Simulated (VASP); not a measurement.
# TaCS in VASP: notebook

TaCS is run at these levels: PBE; tasks: single point.

Program: VASP 6.6.1. These are calculated values, not measurements. Logs are shortened: lines on timing, memory, paths and dates and some standing lists are left out, and cuts for length are marked.

## Step 1: The cell of the first run

The cell holds a sheet with vacuum, 3 atoms: a = 3.485 Å, b = 3.485 Å, c = 17.000 Å, α = 90.00°, β = 90.00°, γ = 120.00°.

## Step 2: Single point, PBE

INCAR

```
PREC = Accurate
ENCUT = 520
EDIFF = 1E-6
ISMEAR = 0
SIGMA = 0.1
LREAL = False
LASPH = True
NELM = 100
ALGO = Normal
ISIF = 2
LWAVE = False
LCHARG = False
LDIPOL = True
IDIPOL = 3
DIPOL = 0.5 0.5 0.498
GGA = PE
NBANDS = 18
```

KPOINTS

```
regular mesh
0
Gamma
  6 6 1
```

POSCAR

```
TaCS
1.0
    3.4851747800      0.0000000000      0.0000000000
   -1.7425873900      3.0182500700      0.0000000000
    0.0000000000      0.0000000000     17.0000000000
Ta C S
1 1 1
Direct
    0.0000000000      0.0000000000      0.4931834400
    0.3333333300      0.6666666700      0.4122953400
    0.6666666700      0.3333333300      0.5877046600
```

Potentials or basis: VASP PAW PBE potentials, release 64 (Ta_pv, C, S).

Command:

```
$ cat potpaw_PBE.64/Ta_pv/POTCAR potpaw_PBE.64/C/POTCAR potpaw_PBE.64/S/POTCAR > POTCAR
$ mpirun -np 1 vasp_std > vasp.out
```

OUTCAR:

```text
PREC = Accurate
   ENCUT = 520
   EDIFF = 1E-6
   ISMEAR = 0
   LREAL = False
   LASPH = True
   NELM = 100
   ISIF = 2
   GGA = PE

 ion  position               nearest neighbor table
   1  0.000  0.000  0.493-   2 2.44   2 2.44   2 2.44   3 2.58   3 2.58   3 2.58
   2  0.333  0.667  0.412-   1 2.44   1 2.44   1 2.44
   3  0.667  0.333  0.588-   1 2.58   1 2.58   1 2.58

  LATTYP: Found a hexagonal cell.
 ALAT       =     3.4851747800
 C/A-ratio  =     4.8778041485

  Lattice vectors:

 A1 = (   3.4851747800,   0.0000000000,   0.0000000000)
 A2 = (  -1.7425873900,   3.0182500700,   0.0000000000)
 A3 = (   0.0000000000,   0.0000000000,  17.0000000000)

Analysis of symmetry for initial positions (statically):
=====================================================================
 Subroutine PRICEL returns:
 Original cell was already a primitive cell.

 Routine SETGRP: Setting up the symmetry group for a
 hexagonal supercell.

 Subroutine GETGRP returns: Found  6 space group operations
 (whereof  6 operations were pure point group operations)
 out of a pool of 24 trial point group operations.

The static configuration has the point symmetry C_3v.

Analysis of symmetry for dynamics (positions and initial velocities):
=====================================================================
 Subroutine PRICEL returns:
 Original cell was already a primitive cell.

 Routine SETGRP: Setting up the symmetry group for a
 hexagonal supercell.

 Subroutine GETGRP returns: Found  6 space group operations
 (whereof  6 operations were pure point group operations)
 out of a pool of 24 trial point group operations.

The dynamic configuration has the point symmetry C_3v.

 Subroutine INISYM returns: Found  6 space group operations
 (whereof  6 operations are pure point group operations),
 and found     1 'primitive' translations

----------------------------------------------------------------------------------------

                                     Primitive cell

  volume of cell :     178.8252

  direct lattice vectors                    reciprocal lattice vectors
     3.485174780  0.000000000  0.000000000     0.286929656  0.165658904  0.000000000
    -1.742587390  3.018250070  0.000000000     0.000000000  0.331317809  0.000000000
     0.000000000  0.000000000 17.000000000     0.000000000  0.000000000  0.058823529

  length of vectors
     3.485174780  3.485174931 17.000000000     0.331317823  0.331317809  0.058823529

  position of ions in fractional coordinates (direct lattice)
     0.000000000  0.000000000  0.493183440
     0.333333330  0.666666670  0.412295340
     0.666666670  0.333333330  0.587704660

  ion indices of the primitive-cell ions
   primitive index   ion index
                 1           1
                 2           2
                 3           3

----------------------------------------------------------------------------------------

 KPOINTS: regular mesh

Automatic generation of k-mesh.
 Grid dimensions read from file:
 generate k-points for:    6    6    1

 Generating k-lattice:

  Cartesian coordinates                     Fractional coordinates (reciprocal lattice)
     0.047821609  0.027609817  0.000000000     0.166666667  0.000000000  0.000000000
     0.000000000  0.055219635  0.000000000     0.000000000  0.166666667  0.000000000
     0.000000000  0.000000000  0.058823529     0.000000000  0.000000000  1.000000000

  Length of vectors
     0.055219637  0.055219635  0.058823529

  Shift w.r.t. Gamma in fractional coordinates (k-lattice)
     0.000000000  0.000000000  0.000000000

 Subroutine IBZKPT returns following result:
 ===========================================

 Found      7 irreducible k-points:

 Following reciprocal coordinates:
            Coordinates               Weight
  0.000000  0.000000  0.000000      1.000000
  0.166667  0.000000  0.000000      6.000000
  0.333333  0.000000  0.000000      6.000000
  0.500000  0.000000  0.000000      3.000000
  0.166667  0.166667  0.000000      6.000000
  0.333333  0.166667  0.000000     12.000000
  0.333333  0.333333  0.000000      2.000000
   k-points           NKPTS =      7   k-points in BZ     NKDIM =      7   number of bands    NBANDS=     18
   number of dos      NEDOS =    301   number of ions     NIONS =      3
   total plane-waves  NPLWV =  98784
   dimension x,y,z NGX =    28 NGY =   28 NGZ =  126
   dimension x,y,z NGXF=    56 NGYF=   56 NGZF=  252
   ions per type =               1   1   1
   NGX,Y,Z   is equivalent  to a cutoff of  13.36, 13.36, 12.32 a.u.
   NGXF,Y,Z  is equivalent  to a cutoff of  26.71, 26.71, 24.64 a.u.
 SYSTEM =  unknown system
   PREC   = accura    normal or accurate (medium, high low for compatibility)
   ISTART =      0    job   : 0-new  1-cont  2-samecut
   ICHARG =      2    charge: 1-file 2-atom 10-const
   ISPIN  =      1    spin polarized calculation?
   LNONCOLLINEAR =      F non collinear calculations
   LSORBIT =      F    spin-orbit coupling
   LASPH  =      T    aspherical Exc in radial PAW
   ENCUT  =  520.0 eV  38.22 Ry    6.18 a.u.   6.48  6.48 31.61*2*pi/ulx,y,z
   NELM   =    100;   NELMIN=  2; NELMDL= -5     # of ELM steps
   EDIFF  = 0.1E-05   stopping-criterion for ELM
   LREAL  =      F    real-space projection
   EDIFFG = 0.1E-04   stopping-criterion for IOM
   NSW    =      0    number of steps for IOM
   IBRION =     -1    ionic relax: 0-MD 1-quasi-New 2-CG
   NFREE  =      0    steps in history (QN), initial steepest desc. (CG)
   ISIF   =      2    stress and relaxation
   ISYM   =      2    0-nonsym 1-usesym 2-fastsym
   POTIM  = 0.5000    time-step for ionic-motion
   TEBEG  =    0.0;   TEEND  =   0.0 temperature during run
   PSTRESS=    0.0 pullay stress
   NELECT =      21.0000    total number of electrons
   NUPDOWN=      -1.0000    fix difference up-down
   EMIN   =  10.00;   EMAX   =-10.00  energy-range for DOS
   EFERMI =   0.00;   METHOD = LEGACY
   ISMEAR =     0;   SIGMA  =   0.10  broadening in eV -4-tet -1-fermi 0-gaus
   EFERMI_NEDOS =   21; number of points for ismear=-14 and -15
   IALGO  =     38    algorithm
   IMIX   =      4    mixing-type and parameters
     AMIX     =   0.40;   BMIX     =  1.00
     AMIX_MAG =   1.60;   BMIX_MAG =  1.00
  volume/ion in A,a.u.               =      59.61       402.26
  Fermi-wavevector in a.u.,A,eV,Ry     =   0.801687  1.514969  8.744500  0.642703
  Thomas-Fermi vector in A             =   1.909222
   LORBIT       =      0    0 simple, 1 ext, 2 COOP (PROOUT), +10 PAW based schemes
   GGA     = PE    functional components
   LHFCALC =     F    Hartree Fock is set to
   AEXX    =    0.0000 exact exchange contribution
   IVDW    =     0    specifies the selected vdW correction
   LEPSILON=     F    determine dielectric tensor
   LRPA    =     F    only Hartree local field effects (RPA)
 non-spin polarized calculation
 Gauss-broadening in eV      SIGMA  =   0.10
  energy-cutoff  :      520.00
  volume of cell :      178.83
 maximum number of plane-waves:      4851
 NGX is ok and might be reduce to    28
   NGX = 13   NGY = 13   NGZ = 63

 dipolmoment           0.000000      0.000000      0.000983 electrons x Angstroem

 number of electron      20.9999998 magnetization

 dipolmoment           0.000000      0.000000     -0.083602 electrons x Angstroem

 Free energy of the ion-electron system (eV)
  ---------------------------------------------------
  ext. energy  EPLUGINS =         0.00000000
  ---------------------------------------------------
  free energy    TOTEN  =       -22.73685684 eV

  energy without entropy =      -22.70644339  energy(sigma->0) =      -22.72165012

 E-fermi :  -3.3955     XC(G=0):  -3.8683

 val. band max:       -3.3976572015   @ k =   0.1667   0.0000   0.0000
 cond. band min:      -3.3915394863   @ k =   0.1667   0.0000   0.0000
 fundamental gap:      0.0061177152
 Fermi energy:        -3.3954583936

 k-point     1 :       0.0000    0.0000    0.0000
  band No.  band energies     occupation
      1     -38.2920      2.00000
      2     -38.2616      2.00000
      3     -38.2616      2.00000
      4     -16.5641      2.00000
      5     -12.4205      2.00000
      6      -7.4499      2.00000
[... 10 lines left out ...]
     17       1.7743      0.00000
     18       2.7738      0.00000

 k-point     2 :       0.1667    0.0000    0.0000
  band No.  band energies     occupation
      1     -38.3038      2.00000
      2     -38.2849      2.00000
      3     -38.2716      2.00000
      4     -16.3322      2.00000
      5     -12.2628      2.00000
      6      -7.3163      2.00000
[... 10 lines left out ...]
     17       2.3235      0.00000
     18       3.5437      0.00000

 k-point     3 :       0.3333    0.0000    0.0000
  band No.  band energies     occupation
      1     -38.3864      2.00000
      2     -38.2915      2.00000
      3     -38.2712      2.00000
      4     -15.8455      2.00000
      5     -11.8783      2.00000
      6      -7.5354      2.00000
[... 10 lines left out ...]
     17       3.5845      0.00000
     18       3.7653      0.00000

 k-point     4 :       0.5000    0.0000    0.0000
  band No.  band energies     occupation
      1     -38.4272      2.00000
      2     -38.3014      2.00000
      3     -38.2642      2.00000
      4     -15.5906      2.00000
      5     -11.5898      2.00000
      6      -8.3783      2.00000
[... 10 lines left out ...]
     17       2.8258      0.00000
     18       3.6540      0.00000

 k-point     5 :       0.1667    0.1667    0.0000
  band No.  band energies     occupation
      1     -38.3579      2.00000
      2     -38.2946      2.00000
      3     -38.2745      2.00000
      4     -15.9698      2.00000
      5     -11.9900      2.00000
      6      -7.1994      2.00000
[... 10 lines left out ...]
     17       3.3014      0.00000
     18       4.2803      0.00000

 k-point     6 :       0.3333    0.1667    0.0000
  band No.  band energies     occupation
      1     -38.4061      2.00000
      2     -38.3229      2.00000
      3     -38.2643      2.00000
      4     -15.5888      2.00000
      5     -11.6165      2.00000
      6      -7.9559      2.00000
[... 10 lines left out ...]
     17       3.7204      0.00000
     18       4.5223      0.00000

 k-point     7 :       0.3333    0.3333    0.0000
  band No.  band energies     occupation
      1     -38.3783      2.00000
      2     -38.3764      2.00000
      3     -38.2608      2.00000
      4     -15.4559      2.00000
      5     -11.4761      2.00000
      6      -7.5899      2.00000
[... 10 lines left out ...]
     17       3.9671      0.00000
     18       5.6835      0.00000

------------------------ aborting loop because EDIFF is reached ----------------------------------------

 vacuum level on the upper side and lower side of the slab       (xc-potential included)        -0.712         0.616

  FORCE on cell =-STRESS in cart. coord.  units (eV):
  Direction    XX          YY          ZZ          XY          YZ          ZX
  --------------------------------------------------------------------------------------
  -------------------------------------------------------------------------------------
  Total       -8.0522417     -8.0522426     -7.4407452      0.0000000      0.0000000      0.0000000
  in kB      -72.1437447    -72.1437530    -66.6650662      0.0000000      0.0000000      0.0000000
  external PRESSURE =     -70.3175213 kB  Pullay stress =       0.0000000 kB

 VOLUME and BASIS-vectors are now :
 -----------------------------------------------------------------------------
  energy-cutoff  :      520.00
  volume of cell :      178.83
      direct lattice vectors                 reciprocal lattice vectors
     3.485174780  0.000000000  0.000000000     0.286929656  0.165658904  0.000000000
    -1.742587390  3.018250070  0.000000000     0.000000000  0.331317809  0.000000000
     0.000000000  0.000000000 17.000000000     0.000000000  0.000000000  0.058823529

 POSITION                                       TOTAL-FORCE (eV/Angst)
 -----------------------------------------------------------------------------------
      0.00000      0.00000      8.38412         0.000000     -0.000000     -2.721675
     -0.00000      2.01217      7.00902         0.000000      0.000000      3.957130
      1.74259      1.00608      9.99098        -0.000000      0.000000     -1.235455
 -----------------------------------------------------------------------------------
    total drift:                               -0.000004      0.000001      0.000137

  FREE ENERGIE OF THE ION-ELECTRON SYSTEM (eV)
  ---------------------------------------------------
  free  energy   TOTEN  =       -22.7368568411 eV

  energy  without entropy=      -22.7064433947  energy(sigma->0) =      -22.72165012

 vacuum level on the upper side and lower side of the slab         2.235         3.671
```

Run time: 62 s. Hardware: 1 thread of Intel Xeon 8259CL, shared host; peak memory 0.31 GiB.

What came out:

```yaml
Free_energy: -22.7369 eV
Largest_force: 3.957 eV/Å
Band_gap_on_the_k_mesh: zero (an odd number of electrons rules out a gap without spin polarisation)
```

Forces on the atoms (eV/Å):
```
Ta   0.000  0.000 -2.722
C    0.000  0.000  3.957
S    0.000  0.000 -1.235
```

Levels at points of the mesh, in eV from the Fermi level:
```tsv
k point	band 7	band 8	band 9	band 10	band 11	band 12	band 13	band 14
(0.00, 0.00, 0.00)	-2.40	-2.40	-0.51	0.64	0.64	1.37	1.37	2.23
(0.50, 0.00, 0.00)	-3.22	-2.52	-1.49	-0.79	0.11	1.25	2.98	3.36
```

Caveat: spin-orbit coupling is left out, which moves the levels of the heavy elements.

## Step 3: Single point, PBE

INCAR

```
SYSTEM = TaCS
PREC     = Accurate       ! precision mode
ENCUT    = 520            ! plane-wave cutoff, eV
EDIFF    = 1E-6           ! SCF threshold, eV
ISMEAR   = 0              ! smearing method
SIGMA    = 0.1            ! smearing width, eV
LREAL    = .False.        ! projectors in reciprocal space
LASPH    = .True.         ! aspherical terms in the spheres
NELM     = 100            ! most SCF steps
ALGO     = Normal         ! electronic algorithm
ISIF     = 2              ! what is computed and relaxed
LWAVE    = .False.        ! write WAVECAR
LCHARG   = .False.        ! write CHGCAR
LDIPOL   = .True.       
IDIPOL   = 3            
DIPOL    = 0.5 0.5 0.498
GGA      = PE             ! functional
NBANDS   = 18             ! bands
```

KPOINTS

```
Automatic mesh
0
Gamma
  6 6 1
  0 0 0
```

POSCAR is that of step 2.

Potentials or basis: VASP PAW PBE potentials, release 64 (Ta_pv, C, S).

Command:

```
$ cat potpaw_PBE.64/Ta_pv/POTCAR potpaw_PBE.64/C/POTCAR potpaw_PBE.64/S/POTCAR > POTCAR
$ mpirun -np 1 vasp_std > vasp.out
```

OUTCAR:

```text
SYSTEM = TaCS
   PREC = Accurate
   ENCUT = 520
   EDIFF = 1E-6
   ISMEAR = 0
   LREAL = .False.
   LASPH = .True.
   NELM = 100
   ISIF = 2
   GGA = PE

 ion  position               nearest neighbor table
   1  0.000  0.000  0.493-   2 2.44   2 2.44   2 2.44   3 2.58   3 2.58   3 2.58
   2  0.333  0.667  0.412-   1 2.44   1 2.44   1 2.44
   3  0.667  0.333  0.588-   1 2.58   1 2.58   1 2.58

  LATTYP: Found a hexagonal cell.
 ALAT       =     3.4851747800
 C/A-ratio  =     4.8778041485

  Lattice vectors:

 A1 = (   3.4851747800,   0.0000000000,   0.0000000000)
 A2 = (  -1.7425873900,   3.0182500700,   0.0000000000)
 A3 = (   0.0000000000,   0.0000000000,  17.0000000000)

Analysis of symmetry for initial positions (statically):
=====================================================================
 Subroutine PRICEL returns:
 Original cell was already a primitive cell.

 Routine SETGRP: Setting up the symmetry group for a
 hexagonal supercell.

 Subroutine GETGRP returns: Found  6 space group operations
 (whereof  6 operations were pure point group operations)
[... 157 lines left out ...]
 fundamental gap:      0.0061177152
 Fermi energy:        -3.3954583936

 k-point     1 :       0.0000    0.0000    0.0000
  band No.  band energies     occupation
      1     -38.2920      2.00000
      2     -38.2616      2.00000
      3     -38.2616      2.00000
      4     -16.5641      2.00000
      5     -12.4205      2.00000
      6      -7.4499      2.00000
[... 124 lines left out ...]
      5     -11.4761      2.00000
      6      -7.5899      2.00000
[... 10 lines left out ...]
     17       3.9671      0.00000
     18       5.6835      0.00000

------------------------ aborting loop because EDIFF is reached ----------------------------------------

 vacuum level on the upper side and lower side of the slab       (xc-potential included)        -0.712         0.616

  FORCE on cell =-STRESS in cart. coord.  units (eV):
  Direction    XX          YY          ZZ          XY          YZ          ZX
  --------------------------------------------------------------------------------------
  -------------------------------------------------------------------------------------
  Total       -8.0522417     -8.0522426     -7.4407452      0.0000000      0.0000000      0.0000000
  in kB      -72.1437447    -72.1437530    -66.6650662      0.0000000      0.0000000      0.0000000
  external PRESSURE =     -70.3175213 kB  Pullay stress =       0.0000000 kB

 VOLUME and BASIS-vectors are now :
 -----------------------------------------------------------------------------
  energy-cutoff  :      520.00
  volume of cell :      178.83
      direct lattice vectors                 reciprocal lattice vectors
     3.485174780  0.000000000  0.000000000     0.286929656  0.165658904  0.000000000
    -1.742587390  3.018250070  0.000000000     0.000000000  0.331317809  0.000000000
     0.000000000  0.000000000 17.000000000     0.000000000  0.000000000  0.058823529

 POSITION                                       TOTAL-FORCE (eV/Angst)
 -----------------------------------------------------------------------------------
      0.00000      0.00000      8.38412         0.000000     -0.000000     -2.721675
     -0.00000      2.01217      7.00902         0.000000      0.000000      3.957130
      1.74259      1.00608      9.99098        -0.000000      0.000000     -1.235455
 -----------------------------------------------------------------------------------
    total drift:                               -0.000004      0.000001      0.000137

  FREE ENERGIE OF THE ION-ELECTRON SYSTEM (eV)
  ---------------------------------------------------
  free  energy   TOTEN  =       -22.7368568411 eV

  energy  without entropy=      -22.7064433947  energy(sigma->0) =      -22.72165012

 vacuum level on the upper side and lower side of the slab         2.235         3.671
```

OSZICAR:

```text
N       E                     dE             d eps       ncg     rms          rms(c)
DAV:   1     0.941780535546E+02    0.94178E+02   -0.97458E+03   308   0.880E+02
DAV:   2    -0.162312042796E+02   -0.11041E+03   -0.10759E+03   328   0.185E+02
DAV:   3    -0.259205066278E+02   -0.96893E+01   -0.94748E+01   334   0.505E+01
[... 17 lines left out ...]
DAV:  21    -0.227368488574E+02   -0.15060E-04   -0.76297E-07   266   0.329E-03    0.945E-04
DAV:  22    -0.227368541384E+02   -0.52810E-05   -0.26175E-07   266   0.200E-03    0.500E-04
DAV:  23    -0.227368551949E+02   -0.10565E-05   -0.30425E-08   270   0.760E-04    0.444E-04
DAV:  24    -0.227368567739E+02   -0.15790E-05   -0.89536E-08   234   0.792E-04    0.188E-04
DAV:  25    -0.227368568411E+02   -0.67191E-07   -0.51397E-09   232   0.333E-04
   1 F= -.22736857E+02 E0= -.22721650E+02  d E =-.304134E-01
```

stdout:

```text
POSCAR found type information on POSCAR TaC S
 POSCAR found :  3 types and       3 ions
 scaLAPACK will be used
 LDA part: xc-table for (Slater+PW92), standard interpolation
 POSCAR, INCAR and KPOINTS ok, starting setup
 FFT: planning ... GRIDC
 FFT: planning ... GRID_SOFT
 FFT: planning ... GRID
 WAVECAR not read
 entering main loop
```

It took 58 s on 1 thread of Intel Xeon 8259CL, shared host; peak memory 0.31 GiB.

Results:

| Item | Value |
| --- | --- |
| Free energy | -22.7369 eV |
| Largest force | 3.957 eV/Å |
| Band gap on the k mesh | zero (an odd number of electrons rules out a gap without spin polarisation) |

Forces in eV/Å, atoms in the order of the input:
```
Ta   0.000  0.000 -2.722
C    0.000  0.000  3.957
S    0.000  0.000 -1.235
```

Caveat: spin-orbit coupling is left out, which moves the levels of the heavy elements.

(Part 1 of 2 ends here.)
